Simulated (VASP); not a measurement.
# GaN (P6_3mc) in VASP: a series of runs

Aim: see how the results for GaN move with the level of theory and the settings. Levels: BLYP+D3(BJ), r2SCAN. Tasks: single point.

Everything below comes from runs of VASP 6.6.1. Logs are shortened: lines on timing, memory, paths and dates and some standing lists are left out, and cuts for length are marked.

## Step 1: The cell of the first run

It takes space group P6_3mc (No. 186, hexagonal). The conventional cell has a = 3.243 Å, b = 3.243 Å, c = 5.295 Å, α = 90.00°, β = 90.00°, γ = 120.00°. Ga (site symmetry 3m) has 4 N at 1.98 to 1.99 Å within 2.6 Å. Within 2.6 Å of N (site symmetry 3m) lie 4 Ga at 1.98 to 1.99 Å.

## Step 2: Single point, BLYP+D3(BJ) (12.06 Å³/atom)

The input, INCAR:

```
AGGAC    = 1.0          
AGGAX    = 1.0          
ALDAC    = 0.0          
ALDAX    = 1.0          
ALGO     = Normal         # electronic algorithm
EDIFF    = 1E-6           # SCF threshold, eV
ENCUT    = 910            # plane-wave cutoff, eV
GGA      = B5             # functional
GGA_COMPAT= False        
ISIF     = 2              # what is computed and relaxed
ISMEAR   = 0              # smearing method
IVDW     = 12             # dispersion correction
LASPH    = True           # aspherical terms in the spheres
LCHARG   = False          # write CHGCAR
LREAL    = False          # projectors in reciprocal space
LWAVE    = False          # write WAVECAR
NBANDS   = 26             # bands
NELM     = 120            # most SCF steps
PREC     = Accurate       # precision mode
SIGMA    = 0.05           # smearing width, eV
VDW_A1   = 0.4298       
VDW_A2   = 4.2359       
VDW_S6   = 1.0          
VDW_S8   = 2.6996
```

The input, KPOINTS:

```
k-points
0
Gamma
  8 8 6
```

The input, POSCAR:

```
GaN
1.0
    3.2432856758      0.0000000001      0.0000000000
   -1.6216428380      2.8087677869      0.0000000000
    0.0000000000      0.0000000000      5.2947226257
Ga N
2 2
Direct
    0.3333333333      0.6666666667     -0.0005890889
    0.6666666667      0.3333333333      0.4994109111
    0.3333333333      0.6666666667      0.3755890889
    0.6666666667      0.3333333333      0.8755890889
```

Potentials or basis: VASP PAW PBE potentials, release 64 (Ga_d, N_h).

The run is started by

```sh
$ cat potpaw_PBE.64/Ga_d/POTCAR potpaw_PBE.64/N_h/POTCAR > POTCAR
$ mpirun -np 1 vasp_std > vasp.out
```

OUTCAR:

```text
EDIFF = 1E-6
   ENCUT = 910
   GGA = B5
   ISIF = 2
   ISMEAR = 0
   IVDW = 12
   LASPH = True
   LREAL = False
   NELM = 120
   PREC = Accurate
 IVDW          = 12

 ion  position               nearest neighbor table
   1  0.333  0.667  0.999-   4 1.98   4 1.98   4 1.98   3 1.99
   2  0.667  0.333  0.499-   3 1.98   3 1.98   3 1.98   4 1.99
   3  0.333  0.667  0.376-   2 1.98   2 1.98   2 1.98   1 1.99
   4  0.667  0.333  0.876-   1 1.98   1 1.98   1 1.98   2 1.99

  LATTYP: Found a hexagonal cell.
 ALAT       =     3.2432856758
 C/A-ratio  =     1.6325181174

  Lattice vectors:

 A1 = (   3.2432856758,   0.0000000001,   0.0000000000)
 A2 = (  -1.6216428380,   2.8087677869,   0.0000000000)
 A3 = (   0.0000000000,   0.0000000000,   5.2947226257)

Analysis of symmetry for initial positions (statically):
=====================================================================
 Subroutine PRICEL returns:
 Original cell was already a primitive cell.

 Routine SETGRP: Setting up the symmetry group for a
 hexagonal supercell.

 Subroutine GETGRP returns: Found 12 space group operations
 (whereof  6 operations were pure point group operations)
 out of a pool of 24 trial point group operations.

The static configuration has the point symmetry C_3v.
 The point group associated with its full space group is C_6v.

Analysis of symmetry for dynamics (positions and initial velocities):
=====================================================================
 Subroutine PRICEL returns:
 Original cell was already a primitive cell.

 Routine SETGRP: Setting up the symmetry group for a
 hexagonal supercell.

 Subroutine GETGRP returns: Found 12 space group operations
 (whereof  6 operations were pure point group operations)
 out of a pool of 24 trial point group operations.

The dynamic configuration has the point symmetry C_3v.
 The point group associated with its full space group is C_6v.

 Subroutine INISYM returns: Found 12 space group operations
 (whereof  6 operations are pure point group operations),
 and found     1 'primitive' translations

----------------------------------------------------------------------------------------

                                     Primitive cell

  volume of cell :      48.2330

  direct lattice vectors                    reciprocal lattice vectors
     3.243285676  0.000000000  0.000000000     0.308329299  0.178014004  0.000000000
    -1.621642838  2.808767787  0.000000000    -0.000000000  0.356028008  0.000000000
     0.000000000  0.000000000  5.294722626     0.000000000  0.000000000  0.188867306

  length of vectors
     3.243285676  3.243285676  5.294722626     0.356028008  0.356028008  0.188867306

  position of ions in fractional coordinates (direct lattice)
     0.333333333  0.666666667  0.999410911
     0.666666667  0.333333333  0.499410911
     0.333333333  0.666666667  0.375589089
     0.666666667  0.333333333  0.875589089

  ion indices of the primitive-cell ions
   primitive index   ion index
                 1           1
                 2           2
                 3           3
                 4           4

----------------------------------------------------------------------------------------

 KPOINTS: k-points

Automatic generation of k-mesh.
 Grid dimensions read from file:
 generate k-points for:    8    8    6

 Generating k-lattice:

  Cartesian coordinates                     Fractional coordinates (reciprocal lattice)
     0.038541162  0.022251750  0.000000000     0.125000000 -0.000000000  0.000000000
    -0.000000000  0.044503501  0.000000000     0.000000000  0.125000000  0.000000000
     0.000000000  0.000000000  0.031477884     0.000000000  0.000000000  0.166666667

  Length of vectors
     0.044503501  0.044503501  0.031477884

  Shift w.r.t. Gamma in fractional coordinates (k-lattice)
     0.000000000  0.000000000  0.000000000

 Subroutine IBZKPT returns following result:
 ===========================================

 Found     40 irreducible k-points:

 Following reciprocal coordinates:
            Coordinates               Weight
  0.000000  0.000000  0.000000      1.000000
  0.125000  0.000000  0.000000      6.000000
  0.250000  0.000000  0.000000      6.000000
  0.375000  0.000000  0.000000      6.000000
  0.500000  0.000000  0.000000      3.000000
  0.125000  0.125000  0.000000      6.000000
[... 16 lines left out ...]
  0.250000  0.000000  0.333333     12.000000
  0.375000  0.000000  0.333333     12.000000
 [... further k-points ...]
   k-points           NKPTS =     40   k-points in BZ     NKDIM =     40   number of bands    NBANDS=     26
   number of dos      NEDOS =    301   number of ions     NIONS =      4
   total plane-waves  NPLWV =  55296
   dimension x,y,z NGX =    32 NGY =   32 NGZ =   54
   dimension x,y,z NGXF=    64 NGYF=   64 NGZF=  108
   ions per type =               2   2
   NGX,Y,Z   is equivalent  to a cutoff of  16.40, 16.40, 16.96 a.u.
   NGXF,Y,Z  is equivalent  to a cutoff of  32.81, 32.81, 33.91 a.u.
 SYSTEM =  unknown system
   PREC   = accura    normal or accurate (medium, high low for compatibility)
   ISTART =      0    job   : 0-new  1-cont  2-samecut
   ICHARG =      2    charge: 1-file 2-atom 10-const
   ISPIN  =      1    spin polarized calculation?
   LNONCOLLINEAR =      F non collinear calculations
   LSORBIT =      F    spin-orbit coupling
   LASPH  =      T    aspherical Exc in radial PAW
   ENCUT  =  910.0 eV  66.88 Ry    8.18 a.u.   7.98  7.98 13.02*2*pi/ulx,y,z
   NELM   =    120;   NELMIN=  2; NELMDL= -5     # of ELM steps
   EDIFF  = 0.1E-05   stopping-criterion for ELM
   LREAL  =      F    real-space projection
   EDIFFG = 0.1E-04   stopping-criterion for IOM
   NSW    =      0    number of steps for IOM
   IBRION =     -1    ionic relax: 0-MD 1-quasi-New 2-CG
   NFREE  =      0    steps in history (QN), initial steepest desc. (CG)
   ISIF   =      2    stress and relaxation
   ISYM   =      2    0-nonsym 1-usesym 2-fastsym
   POTIM  = 0.5000    time-step for ionic-motion
   TEBEG  =    0.0;   TEEND  =   0.0 temperature during run
   PSTRESS=    0.0 pullay stress
   NELECT =      36.0000    total number of electrons
   NUPDOWN=      -1.0000    fix difference up-down
   EMIN   =  10.00;   EMAX   =-10.00  energy-range for DOS
   EFERMI =   0.00;   METHOD = LEGACY
   ISMEAR =     0;   SIGMA  =   0.05  broadening in eV -4-tet -1-fermi 0-gaus
   EFERMI_NEDOS =   21; number of points for ismear=-14 and -15
   IALGO  =     38    algorithm
   IMIX   =      4    mixing-type and parameters
     AMIX     =   0.40;   BMIX     =  1.00
     AMIX_MAG =   1.60;   BMIX_MAG =  1.00
  volume/ion in A,a.u.               =      12.06        81.37
  Fermi-wavevector in a.u.,A,eV,Ry     =   1.485004  2.806250 30.004063  2.205236
  Thomas-Fermi vector in A             =   2.598470
   LORBIT       =      0    0 simple, 1 ext, 2 COOP (PROOUT), +10 PAW based schemes
   GGA     = B5    functional components
   LHFCALC =     F    Hartree Fock is set to
   AEXX    =    0.0000 exact exchange contribution
   IVDW    =    12    specifies the selected vdW correction
   LEPSILON=     F    determine dielectric tensor
   LRPA    =     F    only Hartree local field effects (RPA)
 non-spin polarized calculation
 Gauss-broadening in eV      SIGMA  =   0.05
  energy-cutoff  :      910.00
  volume of cell :       48.23
 maximum number of plane-waves:      3028
 NGX is ok and might be reduce to    32
   NGX = 15   NGY = 15   NGZ = 27

 number of electron      36.0000001 magnetization

 Free energy of the ion-electron system (eV)
  ---------------------------------------------------
  ext. energy  EPLUGINS =         0.00000000
  ---------------------------------------------------
  free energy    TOTEN  =       -22.07176368 eV

  energy without entropy =      -22.07176368  energy(sigma->0) =      -22.07176368

 E-fermi :   5.7088     XC(G=0): -10.8422

 val. band max:        5.4274122757   @ k =   0.0000   0.0000   0.0000
 cond. band min:       7.0395334360   @ k =   0.0000   0.0000   0.0000
 fundamental gap:      1.6121211603
 Fermi energy:         5.7088280030

 k-point     1 :       0.0000    0.0000    0.0000
  band No.  band energies     occupation
      1     -10.0262      2.00000
      2      -9.3744      2.00000
      3      -8.0922      2.00000
      4      -8.0776      2.00000
      5      -8.0776      2.00000
      6      -8.0268      2.00000
[... 18 lines left out ...]
     25      16.7256      0.00000
     26      16.7256      0.00000

 k-point     2 :       0.1250    0.0000    0.0000
  band No.  band energies     occupation
      1      -9.9006      2.00000
      2      -9.3483      2.00000
      3      -8.0768      2.00000
      4      -8.0596      2.00000
      5      -8.0221      2.00000
      6      -8.0050      2.00000
[... 18 lines left out ...]
     25      16.2792      0.00000
     26      17.0225      0.00000

 k-point     3 :       0.2500    0.0000    0.0000
  band No.  band energies     occupation
      1      -9.6285      2.00000
      2      -9.3016      2.00000
      3      -8.0441      2.00000
      4      -8.0279      2.00000
      5      -7.9697      2.00000
      6      -7.9414      2.00000
[... 18 lines left out ...]
     25      16.6544      0.00000
     26      17.6801      0.00000

 k-point     4 :       0.3750    0.0000    0.0000
  band No.  band energies     occupation
      1      -9.4310      2.00000
      2      -9.2742      2.00000
      3      -8.0304      2.00000
      4      -8.0160      2.00000
      5      -7.9401      2.00000
      6      -7.8944      2.00000
[... 18 lines left out ...]
     25      17.2210      0.00000
     26      18.1315      0.00000

 k-point     5 :       0.5000    0.0000    0.0000
  band No.  band energies     occupation
      1      -9.3754      2.00000
      2      -9.2667      2.00000
      3      -8.0322      2.00000
      4      -8.0157      2.00000
      5      -7.9338      2.00000
      6      -7.8973      2.00000
[... 18 lines left out ...]
     25      17.7745      0.00000
     26      18.1597      0.00000

 k-point     6 :       0.1250    0.1250    0.0000
  band No.  band energies     occupation
      1      -9.7016      2.00000
      2      -9.3130      2.00000
      3      -8.0467      2.00000
      4      -8.0397      2.00000
      5      -7.9863      2.00000
      6      -7.9707      2.00000
[... 427 lines left out ...]
 k-point    21 :       0.0000    0.0000    0.3333
  band No.  band energies     occupation
      1      -9.7823      2.00000
      2      -9.4498      2.00000
      3      -8.0710      2.00000
      4      -8.0710      2.00000
      5      -8.0452      2.00000
      6      -8.0452      2.00000
[... 18 lines left out ...]
     25      16.0308      0.00000
     26      16.0308      0.00000

 k-point    22 :       0.1250    0.0000    0.3333
  band No.  band energies     occupation
      1      -9.6839      2.00000
      2      -9.4061      2.00000
      3      -8.0594      2.00000
      4      -8.0502      2.00000
      5      -8.0312      2.00000
      6      -8.0210      2.00000
[... 18 lines left out ...]
     25      15.8146      0.00000
     26      16.3764      0.00000

 k-point    23 :       0.2500    0.0000    0.3333
  band No.  band energies     occupation
      1      -9.4850      2.00000
      2      -9.3258      2.00000
      3      -8.0373      2.00000
      4      -8.0073      2.00000
      5      -7.9998      2.00000
      6      -7.9638      2.00000
[... 18 lines left out ...]
     25      16.2068      0.00000
     26      17.1281      0.00000

 k-point    24 :       0.3750    0.0000    0.3333
  band No.  band energies     occupation
      1      -9.3528      2.00000
      2      -9.2768      2.00000
      3      -8.0379      2.00000
      4      -7.9905      2.00000
      5      -7.9806      2.00000
      6      -7.9132      2.00000
[... 18 lines left out ...]
     25      16.4252      0.00000
     26      17.8015      0.00000

 [... further k-points ...]

------------------------ aborting loop because EDIFF is reached ----------------------------------------

 Edisp (eV)   -2.11505

 E8    (eV) :    -1.5005

  FORCE on cell =-STRESS in cart. coord.  units (eV):
  Direction    XX          YY          ZZ          XY          YZ          ZX
  --------------------------------------------------------------------------------------
  -------------------------------------------------------------------------------------
  Total      -1.45990    -1.45990    -1.46738     0.00000     0.00000     0.00000
  in kB     -48.49405   -48.49405   -48.74250     0.00000     0.00000     0.00000
  external pressure =      -48.58 kB  Pullay stress =        0.00 kB

 VOLUME and BASIS-vectors are now :
 -----------------------------------------------------------------------------
  energy-cutoff  :      910.00
  volume of cell :       48.23
      direct lattice vectors                 reciprocal lattice vectors
     3.243285676  0.000000000  0.000000000     0.308329299  0.178014004  0.000000000
    -1.621642838  2.808767787  0.000000000    -0.000000000  0.356028008  0.000000000
     0.000000000  0.000000000  5.294722626     0.000000000  0.000000000  0.188867306

 POSITION                                       TOTAL-FORCE (eV/Angst)
 -----------------------------------------------------------------------------------
     -0.00000      1.87251      5.29160        -0.000000      0.000000     -0.002880
      1.62164      0.93626      2.64424        -0.000000     -0.000000     -0.002880
     -0.00000      1.87251      1.98864        -0.000000     -0.000000      0.002880
      1.62164      0.93626      4.63600         0.000000      0.000000      0.002880
 -----------------------------------------------------------------------------------
    total drift:                               -0.000000     -0.000000      0.000150

  FREE ENERGIE OF THE ION-ELECTRON SYSTEM (eV)
  ---------------------------------------------------
  free  energy   TOTEN  =       -24.1868168064 eV

  energy  without entropy=      -24.1868168064  energy(sigma->0) =      -24.18681681
```

Wall time 2.2 min (1 thread of Intel Xeon Platinum 8488C (Sapphire Rapids), shared host); peak memory 0.28 GiB.

Results:

| Quantity | Value |
| --- | --- |
| Free energy | -24.1868 eV |
| Pressure | -4.9 GPa |
| Band gap on the k mesh | 1.61 eV |
| Dispersion energy per atom | -0.529 eV |

Forces on the atoms (eV/Å):
```
Ga   0.000  0.000 -0.003
Ga   0.000  0.000 -0.003
N    0.000  0.000  0.003
N    0.000  0.000  0.003
```

Caveat: the cutoff is under 1.25 times the usual one of these potentials, so pressure, stress and relaxed cells hold a basis-set (Pulay) error; the cell stands under tension; the PAW data sets were made with another functional, which shifts forces and pressure a little.

(Continued in part 2 of 3.)
